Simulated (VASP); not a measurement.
**TiO2: single point with LDA**

Crystal: TiO2.

```
Ti O
1.0
     4.55418    0.00000    0.00000
     0.00000    4.55418    0.00000
     0.00000    0.00000    2.91544
Ti O
2 4
Direct
  0.00000 0.00000 0.00000
  0.50000 0.50000 0.50000
  0.69600 0.69600 0.00000
  0.30400 0.30400 0.00000
  0.80400 0.19600 0.50000
  0.19600 0.80400 0.50000
```

```
Program             : VASP 6.6.1
Task                : single point
Functional          : LDA
Potentials or basis : VASP PAW LDA potentials, release 64 (Ti_sv, O)
Cutoff              : 600 eV
k mesh              : 6 × 6 × 10
Occupations         : gaussian, width 0.02 eV
Spin                : no spin polarisation
```

```json
{"Pressure": "0.5 GPa", "Largest force": "0.034 eV/Å", "Band gap on the k mesh": "1.83 eV"}
```

Forces in eV/Å, atoms in the order of the input:
```
Ti   0.000  0.000  0.000
Ti   0.000  0.000  0.000
O    0.024  0.024  0.000
O   -0.024 -0.024  0.000
O   -0.024  0.024  0.000
O    0.024 -0.024  0.000
```

Stress tensor (GPa, compression positive):
```
0.22 0.00 0.00
0.00 0.22 0.00
0.00 0.00 1.11
```

Levels at points of the mesh, in eV from the valence-band top:
```
           k point  band 21  band 22  band 23  band 24  band 25  band 26  band 27  band 28
(0.00, 0.00, 0.00)    -0.68    -0.47    -0.47     0.00     1.83     2.11     2.43     2.54
(0.50, 0.00, 0.00)    -1.67    -1.67    -0.78    -0.78     2.54     2.54     3.11     3.11
(0.50, 0.50, 0.00)    -1.30    -1.30    -1.11    -1.11     1.87     1.87     2.56     2.56
(0.00, 0.00, 0.50)    -2.56    -2.56    -1.47    -1.47     3.05     3.05     3.30     3.30
(0.50, 0.00, 0.50)    -2.15    -2.15    -1.10    -1.10     1.87     1.87     3.32     3.32
(0.50, 0.50, 0.50)    -1.38    -1.38    -0.68    -0.68     2.62     2.62     3.25     3.25
```

Wall time 58 s on 1 thread of Intel(R) Xeon(R) 6975P-C (Granite Rapids), with other jobs on the host, peak memory 0.22 GiB.

A k mesh can miss the band edges.
